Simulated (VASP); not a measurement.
Runs of VASP 6.6.1 on MgO (series). Symmetry: Fm-3m, No. 225, cubic system. The conventional cell has a = 4.210 Å, b = 4.210 Å, c = 4.210 Å, α = 90.00°, β = 90.00°, γ = 90.00°. Within 2.8 Å of Mg (site symmetry m-3m) lie 6 O at 2.10 Å. O (site symmetry m-3m) has 6 Mg at 2.10 Å within 2.8 Å. 

```csv
k mesh,smearing,gap on the mesh (eV),pressure (GPa)
8 × 8 × 8,gaussian 0.1 eV,4.74,3.9
12 × 12 × 12,gaussian 0.02 eV,4.74,3.9
6 × 6 × 6,gaussian 0.02 eV,4.74,3.9
4 × 4 × 4,gaussian 0.02 eV,(a),4.0
8 × 8 × 8,gaussian 0.02 eV,4.74,3.9
16 × 16 × 16,gaussian 0.02 eV,4.74,3.9
10 × 10 × 10,gaussian 0.02 eV,4.74,3.9
```

Alike in all rows: task single point; level PBE; potentials or basis VASP PAW PBE potentials, release 64 (Mg, O); no spin polarisation; cell as given; cutoff (eV) 600.

Question: Estimate the missing entries.

Answer: (a) 4.73.

Caveats: some runs use coarse meshes.

A k mesh can miss the band edges.
